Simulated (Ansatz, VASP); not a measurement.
## RbBr in VASP and in Ansatz

```
CELL_PARAMETERS angstrom
4.12608 0.00000 0.00000
0.00000 4.12608 0.00000
0.00000 0.00000 4.12608
ATOMIC_POSITIONS crystal
Rb 0.00000 0.00000 0.00000
Br 0.50000 0.50000 0.50000
```

Alike in both runs: task single point; functional PBE-based screened hybrid; k mesh 4 × 4 × 4; occupations fermi-dirac, width 0.05 eV; no spin polarisation.

|  | VASP | Ansatz |
| --- | --- | --- |
| version | VASP 6.6.1 | Ansatz 0.2.0 |
| potentials or method | VASP PAW PBE potentials, release 64 (Rb_sv, Br), cutoff 520 eV | all-electron PAW datasets made for the crystal |

|  | VASP | Ansatz | Ansatz less VASP |
| --- | --- | --- | --- |
| gap on the k mesh at the Fermi level (eV) | 5.29 | 5.29 | 0.000 |
| least direct gap on the mesh (eV) | 5.45 | 5.45 | -0.001 |
| pressure (GPa) | 0.5 | 0.5 | 0.00 |

VASP's potentials were made for PBE, not for PBE-based screened hybrid. Ansatz ran all-electron here, and VASP with PAW potentials.
